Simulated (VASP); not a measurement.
# ZnS (P6_3mc) in VASP: notebook, part 2 of 2

VASP 6.6.1.

**3. Single point, r2SCAN (strain +0.080 along x and y, -0.040 along z)**

File POSCAR:

```
ZnS
1.0
    4.1112594871      0.0000000000      0.0000000000
   -2.0556297435      3.5604551574      0.0000000000
    0.0000000000      0.0000000000      5.9959057460
Zn S
2 2
Direct
    0.3333333333      0.6666666667      0.0053880710
    0.6666666667      0.3333333333      0.5053880710
    0.3333333333      0.6666666667      0.3796119290
    0.6666666667      0.3333333333      0.8796119290
```

File INCAR.step1:

```
SYSTEM = ZnS
PREC = Accurate ; ENCUT = 520
ISMEAR = 0 ; SIGMA = 0.05
LREAL = .FALSE. ; LASPH = .TRUE.
NELM = 60 ; NBANDS = 26
GGA = PE ; ALGO = Normal
EDIFF = 1E-4 ; LWAVE = .TRUE.
LCHARG = .FALSE.
```

File INCAR.step2:

```
SYSTEM = ZnS
PREC = Accurate ; ENCUT = 520
EDIFF = 1E-6 ; ISMEAR = 0
SIGMA = 0.05 ; LREAL = .FALSE.
LASPH = .TRUE. ; NELM = 60
ALGO = Normal ; ISIF = 2
LWAVE = .FALSE. ; LCHARG = .TRUE.
METAGGA = R2SCAN ; LMIXTAU = .TRUE.
LELF = .TRUE. ; LVHAR = .TRUE.
NBANDS = 26 ; ISTART = 1
```

File KPOINTS:

```
Automatic mesh
0
G
  6 6 4
  0 0 0
```

Potentials or basis: VASP PAW PBE potentials, release 64 (Zn, S).

On the command line:

```console
$ cat potpaw_PBE.64/Zn/POTCAR potpaw_PBE.64/S/POTCAR > POTCAR
$ cp INCAR.step1 INCAR
$ mpirun -np 1 vasp_std > vasp.out
$ cp INCAR.step2 INCAR
$ mpirun -np 1 vasp_std > vasp.out
```

Wall time 70 s (1 thread of Intel Xeon 6975P-C (Granite Rapids), shared host); peak memory 0.23 GiB.

It converged, with:

| Item | Value |
| --- | --- |
| Free energy | -37.2279 eV |
| Pressure | -5.3 GPa |
| Largest force | 0.684 eV/Å |
| Band gap on the k mesh | 2.24 eV |

Forces in eV/Å, atoms in the order of the input:
```
Zn   0.000  0.000 -0.684
Zn   0.000  0.000 -0.684
S    0.000  0.000  0.684
S    0.000  0.000  0.684
```

Stress tensor (GPa, compression positive):
```
-9.76  0.00  0.00
 0.00 -9.76  0.00
 0.00  0.00  3.57
```

Levels at points of the mesh, in eV from the valence-band top:
```tsv
k point	band 15	band 16	band 17	band 18	band 19	band 20	band 21	band 22
(0.00, 0.00, 0.00)	-1.19	-0.10	-0.10	0.00	2.24	2.64	6.38	6.38
(0.50, 0.00, 0.00)	-2.94	-2.26	-1.50	-0.62	3.60	4.55	5.96	7.08
(0.00, 0.00, 0.50)	-0.67	-0.67	-0.67	-0.67	3.44	3.44	6.82	6.82
(0.50, 0.00, 0.50)	-1.51	-1.51	-1.13	-1.13	4.00	4.00	6.04	6.04
```

Caveat: the cell differs from its parent crystal (strain +0.080 along x and y, -0.040 along z); the cell stands under tension; the PAW data sets were made with another functional, which shifts forces and pressure a little.

**4. Single point, r2SCAN (strain +0.040 along x and y, +0.040 along z)**

File POSCAR:

```
ZnS
1.0
    3.9589906172      0.0000000000      0.0000000000
   -1.9794953086      3.4285864478      0.0000000000
    0.0000000000      0.0000000000      6.4955645582
Zn S
2 2
Direct
    0.3333333333      0.6666666667      0.0053880710
    0.6666666667      0.3333333333      0.5053880710
    0.3333333333      0.6666666667      0.3796119290
    0.6666666667      0.3333333333      0.8796119290
```

File INCAR.step1:

```
PREC = Accurate
ENCUT = 520
ISMEAR = 0
SIGMA = 0.05
LREAL = F
LASPH = T
NELM = 80
NBANDS = 26
GGA = PE
ALGO = Normal
EDIFF = 1E-4
LWAVE = T
LCHARG = F
```

File INCAR.step2:

```
PREC = Accurate
ENCUT = 520
EDIFF = 1E-7
ISMEAR = 0
SIGMA = 0.05
LREAL = F
LASPH = T
NELM = 80
ALGO = Normal
ISIF = 2
LWAVE = F
LCHARG = T
METAGGA = R2SCAN
LMIXTAU = T
LELF = T
LVHAR = T
NBANDS = 26
ISTART = 1
```

File KPOINTS:

```
regular mesh
0
Gamma
  6 6 4
```

On the command line:

```console
$ cat potpaw_PBE.64/Zn/POTCAR potpaw_PBE.64/S/POTCAR > POTCAR
$ cp INCAR.step1 INCAR
$ mpirun -np 1 vasp_std > vasp.out
$ cp INCAR.step2 INCAR
$ mpirun -np 1 vasp_std > vasp.out
```

Wall time 99 s (1 thread of Intel Xeon 6975P-C (Granite Rapids), shared host); peak memory 0.22 GiB.

Results (log left out):

- Free energy: -37.4766 eV
- Pressure: -7.2 GPa
- Largest force: 0.027 eV/Å
- Band gap on the k mesh: 2.23 eV

Forces in eV/Å, atoms in the order of the input:
```
Zn   0.000  0.000 -0.027
Zn   0.000  0.000 -0.027
S    0.000  0.000  0.027
S    0.000  0.000  0.027
```

Stress tensor (GPa, compression positive):
```
-7.11  0.00  0.00
 0.00 -7.11  0.00
 0.00  0.00 -7.27
```

Levels at points of the mesh, in eV from the valence-band top:
| k point | band 15 | band 16 | band 17 | band 18 | band 19 | band 20 | band 21 | band 22 |
| --- | --- | --- | --- | --- | --- | --- | --- | --- |
| (0.00, 0.00, 0.00) | -0.76 | -0.07 | 0.00 | 0.00 | 2.23 | 3.39 | 6.86 | 6.86 |
| (0.50, 0.00, 0.00) | -2.82 | -1.90 | -1.41 | -0.75 | 4.10 | 4.43 | 5.52 | 7.41 |
| (0.00, 0.00, 0.50) | -0.39 | -0.39 | -0.39 | -0.39 | 3.72 | 3.72 | 7.05 | 7.05 |
| (0.50, 0.00, 0.50) | -1.40 | -1.40 | -1.36 | -1.36 | 3.89 | 3.89 | 5.70 | 5.70 |

Caveat: the cell differs from its parent crystal (strain +0.040 along x and y, +0.040 along z); the cell stands under tension; the PAW data sets were made with another functional, which shifts forces and pressure a little.

**5. Single point, r2SCAN (strain +0.080 along x and y, +0.000 along z)**

File POSCAR:

```
ZnS
1.0
    4.1112594871      0.0000000000      0.0000000000
   -2.0556297435      3.5604551574      0.0000000000
    0.0000000000      0.0000000000      6.2457351521
Zn S
2 2
Direct
    0.3333333333      0.6666666667      0.0053880710
    0.6666666667      0.3333333333      0.5053880710
    0.3333333333      0.6666666667      0.3796119290
    0.6666666667      0.3333333333      0.8796119290
```

File INCAR.step1:

```
PREC = Accurate ; ENCUT = 520
ISMEAR = 0 ; SIGMA = 0.05
LREAL = False ; LASPH = True
NELM = 80 ; NBANDS = 26
GGA = PE ; ALGO = Normal
EDIFF = 1E-4 ; LWAVE = True
LCHARG = False
```

File INCAR.step2:

```
PREC = Accurate ; ENCUT = 520
EDIFF = 1E-6 ; ISMEAR = 0
SIGMA = 0.05 ; LREAL = False
LASPH = True ; NELM = 80
ALGO = Normal ; ISIF = 2
LWAVE = False ; LCHARG = False
METAGGA = R2SCAN ; LMIXTAU = True
NBANDS = 26 ; ISTART = 1
```

KPOINTS is that of step 4.

On the command line:

```console
$ cat potpaw_PBE.64/Zn/POTCAR potpaw_PBE.64/S/POTCAR > POTCAR
$ cp INCAR.step1 INCAR
$ mpirun -np 1 vasp_std > vasp.out
$ cp INCAR.step2 INCAR
$ mpirun -np 1 vasp_std > vasp.out
```

Run time: 71 s. Hardware: 1 thread of Intel Xeon 6975P-C (Granite Rapids), shared host; peak memory 0.23 GiB.

Results (log left out):

```
Free energy            : -37.2227 eV
Pressure               : -8.0 GPa
Largest force          : 0.248 eV/Å
Band gap on the k mesh : 2.08 eV
```

Forces in eV/Å, atoms in the order of the input:
```
Zn   0.000  0.000 -0.248
Zn   0.000  0.000 -0.248
S    0.000  0.000  0.248
S    0.000  0.000  0.248
```

Stress tensor (GPa, compression positive):
```
-10.31   0.00   0.00
  0.00 -10.31   0.00
  0.00   0.00  -3.51
```

Levels at points of the mesh, in eV from the valence-band top:
```tsv
k point	band 15	band 16	band 17	band 18	band 19	band 20	band 21	band 22
(0.00, 0.00, 0.00)	-0.97	-0.06	-0.06	0.00	2.08	2.83	6.55	6.55
(0.50, 0.00, 0.00)	-2.74	-1.99	-1.37	-0.63	3.79	4.40	5.81	7.20
(0.00, 0.00, 0.50)	-0.54	-0.54	-0.54	-0.54	3.41	3.41	6.99	6.99
(0.50, 0.00, 0.50)	-1.37	-1.37	-1.16	-1.16	3.94	3.94	5.87	5.87
```

Caveat: the cell differs from its parent crystal (strain +0.080 along x and y, +0.000 along z); the cell stands under tension; the PAW data sets were made with another functional, which shifts forces and pressure a little.

**6. Single point, r2SCAN (strain +0.040 along x and y, +0.080 along z)**

File POSCAR:

```
ZnS
1.0
    3.9589906172      0.0000000000      0.0000000000
   -1.9794953086      3.4285864478      0.0000000000
    0.0000000000      0.0000000000      6.7453939643
Zn S
2 2
Direct
    0.3333333333      0.6666666667      0.0053880710
    0.6666666667      0.3333333333      0.5053880710
    0.3333333333      0.6666666667      0.3796119290
    0.6666666667      0.3333333333      0.8796119290
```

File INCAR.step1:

```
SYSTEM = ZnS
ALGO = Normal
EDIFF = 1E-4
ENCUT = 520
GGA = PE
ISMEAR = 0
LASPH = .TRUE.
LCHARG = .FALSE.
LREAL = .FALSE.
LWAVE = .TRUE.
NBANDS = 26
NELM = 80
PREC = Accurate
SIGMA = 0.05
```

File INCAR.step2:

```
SYSTEM = ZnS
ALGO = Normal
EDIFF = 1E-7
ENCUT = 520
ISIF = 2
ISMEAR = 0
ISTART = 1
LASPH = .TRUE.
LCHARG = .FALSE.
LMIXTAU = .TRUE.
LREAL = .FALSE.
LWAVE = .FALSE.
METAGGA = R2SCAN
NBANDS = 26
NELM = 80
PREC = Accurate
SIGMA = 0.05
```

File KPOINTS:

```
k-points
0
G
  6 6 4
  0 0 0
```

Potentials or basis: VASP PAW PBE potentials, release 64 (Zn, S).

On the command line:

```console
$ cat potpaw_PBE.64/Zn/POTCAR potpaw_PBE.64/S/POTCAR > POTCAR
$ cp INCAR.step1 INCAR
$ mpirun -np 1 vasp_std > vasp.out
$ cp INCAR.step2 INCAR
$ mpirun -np 1 vasp_std > vasp.out
```

Run time: 1.7 min. Hardware: 1 thread of Intel Xeon 6975P-C (Granite Rapids), shared host; peak memory 0.22 GiB.

Results (log left out):

- Free energy: -37.2843 eV
- Pressure: -8.6 GPa
- Largest force: 0.017 eV/Å
- Band gap on the k mesh: 1.99 eV

Forces on the atoms (eV/Å):
```
Zn   0.000  0.000 -0.017
Zn   0.000  0.000 -0.017
S    0.000  0.000  0.017
S    0.000  0.000  0.017
```

Stress tensor (GPa, compression positive):
```
 -7.58   0.00   0.00
  0.00  -7.58   0.00
  0.00   0.00 -10.67
```

Levels at points of the mesh, in eV from the valence-band top:
```csv
k point,band 15,band 16,band 17,band 18,band 19,band 20,band 21,band 22
"(0.00, 0.00, 0.00)",-0.62,-0.19,0.00,0.00,1.99,3.50,6.77,6.98
"(0.50, 0.00, 0.00)",-2.66,-1.72,-1.34,-0.76,4.17,4.20,5.37,6.95
"(0.00, 0.00, 0.50)",-0.32,-0.32,-0.32,-0.32,3.64,3.64,6.76,6.76
"(0.50, 0.00, 0.50)",-1.43,-1.43,-1.27,-1.27,3.74,3.74,5.61,5.61
```

Caveat: the cell differs from its parent crystal (strain +0.040 along x and y, +0.080 along z); the cell stands under tension; the PAW data sets were made with another functional, which shifts forces and pressure a little.

**7. The runs side by side**

```csv
cell,gap on the mesh (eV),pressure (GPa),largest force (eV/Å)
"a = 3.959, b = 3.959, c = 6.246 Å, angles 90.0, 90.0, 120.0°, 4 atoms",2.45,-5.0,0.19
"a = 4.111, b = 4.111, c = 5.996 Å, angles 90.0, 90.0, 120.0°, 4 atoms",2.24,-5.3,0.68
"a = 3.959, b = 3.959, c = 6.496 Å, angles 90.0, 90.0, 120.0°, 4 atoms",2.23,-7.2,0.03
"a = 4.111, b = 4.111, c = 6.246 Å, angles 90.0, 90.0, 120.0°, 4 atoms",2.08,-8.0,0.25
"a = 3.959, b = 3.959, c = 6.745 Å, angles 90.0, 90.0, 120.0°, 4 atoms",1.99,-8.6,0.02
```

Alike in all rows: task single point; level r2SCAN; potentials or basis VASP PAW PBE potentials, release 64 (Zn, S); no spin polarisation; k mesh 6 × 6 × 4; cutoff (eV) 520; smearing gaussian 0.05 eV.

Caveats: the cell stands under tension; the PAW data sets were made with another functional, which shifts forces and pressure a little.

Absolute energies hang on the potentials; compare differences alone.
